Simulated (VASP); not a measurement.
# Rh (P-1) in VASP: single point with PBE

Aim: the single point of Rh with PBE.

Program: VASP 6.6.1. These are calculated values, not measurements. Logs are shortened: lines on timing, memory, paths and dates and some standing lists are left out, and cuts for length are marked.

## 1. The cell of the first run

The typed cell holds 3 atoms: a = 6.831 Å, b = 8.395 Å, c = 2.773 Å, α = 59.69°, β = 35.14°, γ = 90.00°.

## 2. Single point, PBE

Contents of INCAR:

```
  PREC = Accurate
  ENCUT = 520
  EDIFF = 1E-6
  ISMEAR = 0
  SIGMA = 0.1
  LREAL = F
  LASPH = T
  NELM = 60
  ALGO = Fast
  ISIF = 2
  LWAVE = F
  LCHARG = F
  GGA = PE
  NBANDS = 30
```

Contents of KPOINTS:

```
regular mesh
0
Gamma
  5 4 44
```

Contents of POSCAR:

```
Rh
1.0
    6.8306011791      0.0000058360     -0.0424050765
    0.0000071722      8.3946362797      0.0023106199
    2.2721921382      1.3993153216      0.7537319855
Rh
3
Direct
    0.0000000000      0.6666666667      0.0000000000
    0.0000000000      0.3333333333      0.0000000000
    0.0000000000      0.0000000000      0.0000000000
```

Potentials or basis: VASP PAW PBE potentials, release 64 (Rh_pv).

On the command line:

```
$ cat potpaw_PBE.64/Rh_pv/POTCAR > POTCAR
$ mpirun -np 1 vasp_std > vasp.out
```

OUTCAR:

```text
PREC = Accurate
   ENCUT = 520
   EDIFF = 1E-6
   ISMEAR = 0
   LREAL = F
   LASPH = T
   NELM = 60
   ISIF = 2
   GGA = PE

 ion  position               nearest neighbor table
   1  0.000  0.667  0.000-   3 2.77   2 2.77   3 2.80   2 2.80
   2  0.000  0.333  0.000-   3 2.77   1 2.77   3 2.80   1 2.80
   3  0.000  0.000  0.000-   1 2.77   2 2.77   2 2.80   1 2.80

  LATTYP: Found a triclinic cell.
 ALAT       =     2.7729140607
 B/A-ratio  =     2.9538972340
 C/A-ratio  =     3.0273699126
 COS(alpha) =     0.0003066143
 COS(beta)  =     0.5047126033
 COS(gamma) =     0.8320170369

  Lattice vectors:

 A1 = (  -2.2721921382,  -1.3993153216,  -0.7537319855)
 A2 = (  -6.8025444779,  -0.0012498139,  -4.5624863696)
 A3 = (  -0.0000071722,  -8.3946362797,  -0.0023106199)

Analysis of symmetry for initial positions (statically):
=====================================================================
 Subroutine PRICEL returns following result:

  LATTYP: Found a triclinic cell.
 ALAT       =     4.7876437835
 B/A-ratio  =     0.5791813648
 C/A-ratio  =     0.8212956540
 COS(alpha) =     0.0101235109
 COS(beta)  =     0.4277790830
 COS(gamma) =     0.8633756697

  Lattice vectors:

 A1 = (  -4.5443818857,  -0.0004185502,  -1.5066937644)
 A2 = (  -2.2721921382,  -1.3993153216,  -0.7537319855)
 A3 = (  -2.2862169027,   2.7986248072,   1.5498690475)

   3 primitive cells build up your supercell.

 Routine SETGRP: Setting up the symmetry group for a
 triclinic supercell.

 Subroutine GETGRP returns: Found  2 space group operations
 (whereof  2 operations were pure point group operations)
 out of a pool of  2 trial point group operations.

The static configuration has the point symmetry S_2 .

Analysis of symmetry for dynamics (positions and initial velocities):
=====================================================================
 Subroutine PRICEL returns following result:

  LATTYP: Found a triclinic cell.
 ALAT       =     4.7876437835
 B/A-ratio  =     0.5791813648
 C/A-ratio  =     0.8212956540
 COS(alpha) =     0.0101235109
 COS(beta)  =     0.4277790830
 COS(gamma) =     0.8633756697

  Lattice vectors:

 A1 = (  -4.5443818857,  -0.0004185502,  -1.5066937644)
 A2 = (  -2.2721921382,  -1.3993153216,  -0.7537319855)
 A3 = (  -2.2862169027,   2.7986248072,   1.5498690475)

   3 primitive cells build up your supercell.

 Routine SETGRP: Setting up the symmetry group for a
 triclinic supercell.

 Subroutine GETGRP returns: Found  2 space group operations
 (whereof  2 operations were pure point group operations)
 out of a pool of  2 trial point group operations.

The dynamic configuration has the point symmetry S_2 .

 Subroutine INISYM returns: Found  2 space group operations
 (whereof  2 operations are pure point group operations),
 and found     3 'primitive' translations

----------------------------------------------------------------------------------------

                                     Primitive cell

  volume of cell :      14.6687

  direct lattice vectors                    reciprocal lattice vectors
    -4.544381886 -0.000418550 -1.506693764    -0.004045520  0.357550409 -0.651602394
    -2.272192138 -1.399315322 -0.753731985    -0.287416442 -0.714980523  0.867083515
    -2.286216903  2.798624807  1.549869048    -0.143709125 -0.000119183  0.433445211

  length of vectors
     4.787643783  2.772914061  3.932071032     0.743265996  1.160016889  0.456647652

  position of ions in fractional coordinates (direct lattice)
     0.000000000  0.999999999  1.000000000

  ion indices of the primitive-cell ions
   primitive index   ion index
                 1           1

----------------------------------------------------------------------------------------

 KPOINTS: regular mesh

Automatic generation of k-mesh.
 Grid dimensions read from file:
 generate k-points for:    5    4   44

 Generating k-lattice:

  Cartesian coordinates                     Fractional coordinates (reciprocal lattice)
     0.028741825  0.000023837 -0.086689042     0.200000000  0.000000000  0.000000000
    -0.000337127  0.029795867 -0.054300199     0.000000000  0.250000000  0.000000000
     0.000183846 -0.000008151  0.029613902     0.000000000  0.000000000  0.022727273

  Length of vectors
     0.091329530  0.061938833  0.029614474

  Shift w.r.t. Gamma in fractional coordinates (k-lattice)
     0.000000000  0.000000000  0.000000000

 Subroutine IBZKPT returns following result:
 ===========================================

 Found    442 irreducible k-points:

 Following reciprocal coordinates:
            Coordinates               Weight
  0.000000  0.000000  0.000000      1.000000
  0.200000  0.000000  0.000000      2.000000
  0.400000  0.000000  0.000000      2.000000
  0.000000  0.250000  0.000000      2.000000
  0.200000  0.250000  0.000000      2.000000
  0.400000  0.250000  0.000000      2.000000
[... 16 lines left out ...]
  0.200000  0.500000  0.022727      2.000000
  0.400000  0.500000  0.022727      2.000000
 [... further k-points ...]
   k-points           NKPTS =    442   k-points in BZ     NKDIM =    442   number of bands    NBANDS=     30
   number of dos      NEDOS =    301   number of ions     NIONS =      3
   total plane-waves  NPLWV =  82944
   dimension x,y,z NGX =    54 NGY =   64 NGZ =   24
   dimension x,y,z NGXF=   108 NGYF=  128 NGZF=   48
   ions per type =               3
   NGX,Y,Z   is equivalent  to a cutoff of  13.14, 12.67, 14.39 a.u.
   NGXF,Y,Z  is equivalent  to a cutoff of  26.28, 25.35, 28.78 a.u.
 SYSTEM =  unknown system
   PREC   = accura    normal or accurate (medium, high low for compatibility)
   ISTART =      0    job   : 0-new  1-cont  2-samecut
   ICHARG =      2    charge: 1-file 2-atom 10-const
   ISPIN  =      1    spin polarized calculation?
   LNONCOLLINEAR =      F non collinear calculations
   LSORBIT =      F    spin-orbit coupling
   LASPH  =      T    aspherical Exc in radial PAW
   ENCUT  =  520.0 eV  38.22 Ry    6.18 a.u.  12.70 15.61  5.16*2*pi/ulx,y,z
   NELM   =     60;   NELMIN=  2; NELMDL= -5     # of ELM steps
   EDIFF  = 0.1E-05   stopping-criterion for ELM
   LREAL  =      F    real-space projection
   EDIFFG = 0.1E-04   stopping-criterion for IOM
   NSW    =      0    number of steps for IOM
   IBRION =     -1    ionic relax: 0-MD 1-quasi-New 2-CG
   NFREE  =      0    steps in history (QN), initial steepest desc. (CG)
   ISIF   =      2    stress and relaxation
   ISYM   =      2    0-nonsym 1-usesym 2-fastsym
   POTIM  = 0.5000    time-step for ionic-motion
   TEBEG  =    0.0;   TEEND  =   0.0 temperature during run
   PSTRESS=    0.0 pullay stress
   NELECT =      45.0000    total number of electrons
   NUPDOWN=      -1.0000    fix difference up-down
   EMIN   =  10.00;   EMAX   =-10.00  energy-range for DOS
   EFERMI =   0.00;   METHOD = LEGACY
   ISMEAR =     0;   SIGMA  =   0.10  broadening in eV -4-tet -1-fermi 0-gaus
   EFERMI_NEDOS =   21; number of points for ismear=-14 and -15
   IALGO  =     68    algorithm
   IMIX   =      4    mixing-type and parameters
     AMIX     =   0.40;   BMIX     =  1.00
     AMIX_MAG =   1.60;   BMIX_MAG =  1.00
  volume/ion in A,a.u.               =      14.67        98.99
  Fermi-wavevector in a.u.,A,eV,Ry     =   1.649332  3.116786 37.011889  2.720297
  Thomas-Fermi vector in A             =   2.738470
   LORBIT       =      0    0 simple, 1 ext, 2 COOP (PROOUT), +10 PAW based schemes
   GGA     = PE    functional components
   LHFCALC =     F    Hartree Fock is set to
   AEXX    =    0.0000 exact exchange contribution
   IVDW    =     0    specifies the selected vdW correction
   LEPSILON=     F    determine dielectric tensor
   LRPA    =     F    only Hartree local field effects (RPA)
 non-spin polarized calculation
 RMM-DIIS sequential band-by-band and
 Gauss-broadening in eV      SIGMA  =   0.10
  energy-cutoff  :      520.00
  volume of cell :       44.01
 maximum number of plane-waves:      1202
 NGX is ok and might be reduce to    54
   NGX = 25   NGY = 31   NGZ = 11

 number of electron      44.9999999 magnetization

 Free energy of the ion-electron system (eV)
  ---------------------------------------------------
  ext. energy  EPLUGINS =         0.00000000
  ---------------------------------------------------
  free energy    TOTEN  =       -21.66015151 eV

  energy without entropy =      -21.63832235  energy(sigma->0) =      -21.64923693

 E-fermi :  10.7466     XC(G=0): -13.6162

 val. band max:       10.7451514006   @ k =  -0.0000  -0.2500   0.3636
 cond. band min:      10.7484649119   @ k =   0.2000   0.5000   0.2273
 fundamental gap:      0.0033135112
 Fermi energy:        10.7465864213

 k-point     1 :       0.0000    0.0000    0.0000
  band No.  band energies     occupation
      1     -35.9538      2.00000
      2     -35.9538      2.00000
      3     -35.8925      2.00000
      4     -35.8925      2.00000
      5     -35.6505      2.00000
      6     -35.6505      2.00000
[... 22 lines left out ...]
     29      20.0185      0.00000
     30      21.9692      0.00000

 k-point     2 :       0.2000    0.0000    0.0000
  band No.  band energies     occupation
      1     -36.0312      2.00000
      2     -36.0177      2.00000
      3     -35.7346      2.00000
      4     -35.7155      2.00000
      5     -35.6967      2.00000
      6     -35.6704      2.00000
[... 22 lines left out ...]
     29      23.3529      0.00000
     30      24.1597      0.00000

 k-point     3 :       0.4000    0.0000    0.0000
  band No.  band energies     occupation
      1     -36.0901      2.00000
      2     -35.9036      2.00000
      3     -35.8794      2.00000
      4     -35.6539      2.00000
      5     -35.6453      2.00000
      6     -35.6321      2.00000
[... 22 lines left out ...]
     29      23.3726      0.00000
     30      26.4122      0.00000

 k-point     4 :       0.0000    0.2500    0.0000
  band No.  band energies     occupation
      1     -36.0314      2.00000
      2     -35.9856      2.00000
      3     -35.7805      2.00000
      4     -35.7595      2.00000
      5     -35.7049      2.00000
      6     -35.6191      2.00000
[... 616 lines left out ...]
     29      23.5827      0.00000
     30      23.9945      0.00000

 k-point    23 :       0.2000    0.5000    0.0227
  band No.  band energies     occupation
      1     -36.0216      2.00000
      2     -36.0101      2.00000
      3     -35.7489      2.00000
      4     -35.7021      2.00000
      5     -35.7004      2.00000
      6     -35.6971      2.00000
[... 22 lines left out ...]
     29      22.7314      0.00000
     30      23.7653      0.00000

 k-point    24 :       0.4000    0.5000    0.0227
  band No.  band energies     occupation
      1     -36.0851      2.00000
      2     -36.0192      2.00000
      3     -35.6962      2.00000
      4     -35.6957      2.00000
      5     -35.6809      2.00000
      6     -35.6224      2.00000
[... 22 lines left out ...]
     29      20.0730      0.00000
     30      26.4201      0.00000

 [... further k-points ...]

------------------------ aborting loop because EDIFF is reached ----------------------------------------

  FORCE on cell =-STRESS in cart. coord.  units (eV):
  Direction    XX          YY          ZZ          XY          YZ          ZX
  --------------------------------------------------------------------------------------
  -------------------------------------------------------------------------------------
  Total       -3.9582198     -3.7216440      0.0164061     -0.0066594     -0.0011873      0.0221432
  in kB     -144.1112858   -135.4980065      0.5973156     -0.2424561     -0.0432273      0.8061923
  external PRESSURE =     -93.0039922 kB  Pullay stress =       0.0000000 kB

 VOLUME and BASIS-vectors are now :
 -----------------------------------------------------------------------------
  energy-cutoff  :      520.00
  volume of cell :       44.01
      direct lattice vectors                 reciprocal lattice vectors
     6.830601179  0.000005836 -0.042405076     0.143709125  0.000119183 -0.433445211
     0.000007172  8.394636280  0.002310620    -0.001348507  0.119183470 -0.217200798
     2.272192138  1.399315322  0.753731985     0.008089231 -0.000358660  1.303011694

 POSITION                                       TOTAL-FORCE (eV/Angst)
 -----------------------------------------------------------------------------------
      0.00000      5.59642      0.00154        -0.000000     -0.000000      0.000000
      0.00000      2.79821      0.00077        -0.000000     -0.000000     -0.000000
      0.00000      0.00000      0.00000         0.000000      0.000000      0.000000
 -----------------------------------------------------------------------------------
    total drift:                                0.000000      0.000000     -0.000000

  FREE ENERGIE OF THE ION-ELECTRON SYSTEM (eV)
  ---------------------------------------------------
  free  energy   TOTEN  =       -21.6601515067 eV

  energy  without entropy=      -21.6383223467  energy(sigma->0) =      -21.64923693
```

Wall time 11 min (1 thread of Intel Xeon 6975P-C (Granite Rapids), shared host); peak memory 0.58 GiB.

Results:

```yaml
Free_energy: -21.6602 eV
Pressure: -9.3 GPa
Band_gap_on_the_k_mesh: zero (an odd number of electrons rules out a gap without spin polarisation)
```

Stress tensor (GPa, compression positive):
```
-14.41  -0.02   0.08
 -0.02 -13.55   0.00
  0.08   0.00   0.06
```

Caveat: the stress differs along the axes, from -14 to 0 GPa.
